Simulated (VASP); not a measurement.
The system is RbBr.

```
Rb Br
1.0
     0.00000    3.50874    3.50874
     3.50874    0.00000    3.50874
     3.50874    3.50874    0.00000
Rb Br
1 1
Direct
  0.00000 0.00000 0.00000
  0.50000 0.50000 0.50000
```

```yaml
Program: VASP 6.6.1
Task: relaxation of cell and atoms
Functional: r2SCAN
Potentials_or_basis: VASP PAW PBE potentials, release 64 (Rb_sv, Br)
Cutoff: 600 eV
k_mesh: 6 × 6 × 6
Occupations: fermi-dirac, width 0.02 eV
Spin: no spin polarisation
```

At the start: pressure -0.5 GPa; volume 43.20 Å³/atom.

Q: How do energy, volume and symmetry change on relaxing?

A: Over 3 steps the energy falls by 2.6 meV/atom and the volume is 41.59 Å³/atom (-3.7 %); space group Fm-3m (No. 225, to 0.1 Å) before and after.

The path:
```
step  energy change (eV)  largest force (eV/Å)  pressure (GPa)  volume (Å³)
   1              0.0000                0.0000           -0.49        86.39
   2             -0.0039                0.0000           -0.26        84.76
   3             -0.0052                0.0000            0.00        83.17
```

Final structure:
```xyz
2
Lattice="0.0000 3.4646 3.4646 3.4646 0.0000 3.4646 3.4646 3.4646 0.0000" Properties=species:S:1:pos:R:3 pbc="T T T"
Rb    0.0000    0.0000    0.0000
Br    3.4646    3.4646    3.4646
```

Caveat: the PAW data sets were made with another functional, which shifts forces and pressure a little.
